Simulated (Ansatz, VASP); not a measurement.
One calculation of WS3, two programs

File INCAR:

```
ALGO = Normal ; EDIFF = 1E-6
ENCUT = 500 ; GGA = PE
GGA_COMPAT = F ; ISIF = 2
ISMEAR = 0 ; ISPIN = 2
LASPH = T ; LCHARG = F
LMAXMIX = 4 ; LORBIT = 11
LREAL = F ; LWAVE = F
MAGMOM = 1.97 0.11 0.11 0.09 ; NBANDS = 28
NELM = 200 ; PREC = Accurate
SIGMA = 0.1
```

The input KPOINTS:

```
k-points
0
Gamma
  4 4 4
```

File POSCAR:

```
WS3
1.0
    4.2441727726      0.0000000000      0.0000000000
    0.0000000000      4.2441727726      0.0000000000
    0.0000000000      0.0000000000      4.2005486002
W S
1 3
Direct
    0.0000000000      0.0000000000      0.0000000000
    0.0000000000      0.5000000000      0.5000000000
    0.5000000000      0.0000000000      0.5000000000
    0.5000000000      0.5000000000      0.0000000000
```

Input for Ansatz:

```yaml
crystal:
  lattice:
    - [4.2441727726, 0.0, 0.0]
    - [0.0, 4.2441727726, 0.0]
    - [0.0, 0.0, 4.2005486002]
  atoms:
    - { symbol: W, position: [0.0, 0.0, 0.0] }
    - { symbol: S, position: [0.0, 0.5, 0.5] }
    - { symbol: S, position: [0.5, 0.0, 0.5] }
    - { symbol: S, position: [0.5, 0.5, 0.0] }
basis:
  ecutwfc: 420
kpoints:
  mp_grid: { grid: [4, 4, 4] }
hamiltonian:
  xc: pbe
scf:
  occupations: { method: gaussian, width: 0.1 }
  lower_state_search: "off"
output:
  forces: true
  stress: true
  eigenvalues: true
  populations: true
magnetization:
  spin_polarized: true
```

Alike in both runs: task single point; functional PBE; k mesh 4 × 4 × 4; occupations gaussian, width 0.1 eV; collinear spin.

|  | VASP | Ansatz |
| --- | --- | --- |
| version | VASP 6.6.1 | Ansatz 0.2.0 |
| potentials or method | VASP PAW PBE potentials, release 64 (W_sv, S), cutoff 500 eV | scalar-relativistic, plane waves, PAW |
| valence electrons in the cell | 32 | 32 |

|  | VASP | Ansatz | Ansatz less VASP |
| --- | --- | --- | --- |
| gap on the k mesh at the Fermi level (eV) | none | none | - |
| pressure (GPa) | -17.0 | -14.0 | +2.97 |
| traceless stress, the component that is largest in VASP (GPa) | -0.33 | -0.50 | -0.173 |
| net moment per atom (μB) | 0.18 | 0.63 | +0.451 |
| size of the moment on the site where the two differ most (μB) | 0.06 | 1.79 | +1.738 |

The net moments are unlike, so the other rows may belong to different states. Site moments also hang on the region over which each program counts them. A gap of «none» marks a metal or a gap that the smearing closes. Ansatz's warnings: no starting moments.

The k mesh is coarse, so the values compare programs but aren't converged. Spin-orbit coupling is off throughout.
